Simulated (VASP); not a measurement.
A run of VASP 6.6.1:

INCAR

```
  PREC = Accurate
  ENCUT = 520
  EDIFF = 1E-7
  ISMEAR = -1
  SIGMA = 0.05
  LREAL = Auto
  LASPH = T
  NELM = 60
  ALGO = Normal
  ISIF = 2
  LWAVE = F
  LCHARG = F
  GGA = PS
  NBANDS = 55
```

The input KPOINTS:

```
regular mesh
0
Gamma
  2 2 1
```

File POSCAR:

```
HC18N
1.0
    7.3980000000      0.0000000000      0.0000000000
   -3.6990000000      6.4068560000      0.0000000000
    0.0000000000      0.0000000000     11.0000000000
C N H
18 1 1
Direct
    0.0174275116      0.0063171436      0.0915133472
    0.2344504237      0.1150524316      0.0970898881
    0.0162052355      0.3420380849      0.1343963803
    0.2389480224      0.4500803464      0.1062895862
    0.0132818310      0.6652465734      0.0899379525
    0.2343862092      0.7803896682      0.0940812534
    0.3445409207      0.0019998005      0.0913677983
    0.5670637649      0.1138725478      0.0931629521
    0.3461982684      0.3384325486      0.1015706651
    0.5678478248      0.4492909686      0.0925997478
    0.3448256873      0.6680592143      0.0947574295
    0.5663005863      0.7793209500      0.0863628006
    0.6737229173      0.0000362914      0.0920962623
    0.8952073131      0.1026098617      0.1192347535
    0.6792083336      0.3368951965      0.0953174802
    0.9000261714      0.4495241744      0.1041185266
    0.6741535821      0.6671727618      0.0833247920
    0.9025743036      0.7802125574      0.0592301934
    0.9474235240      0.2017066145      0.2365951642
    0.9102816190     -0.2112207656     -0.0430469935
```

Potentials or basis: VASP PAW PBE potentials, release 64 (C, N, H).

Launch:

```sh
$ cat potpaw_PBE.64/C/POTCAR potpaw_PBE.64/N/POTCAR potpaw_PBE.64/H/POTCAR > POTCAR
$ mpirun -np 1 vasp_std > vasp.out
```

Hardware: 1 thread of Intel(R) Xeon(R) 6975P-C (Granite Rapids), on a shared host.

Q: How long does it take, and how much memory?

A: Wall time 2.7 min on 1 thread of Intel(R) Xeon(R) 6975P-C (Granite Rapids), with other jobs on the host, peak memory 0.6 GiB. Counts: scf iterations 27, k points 4.
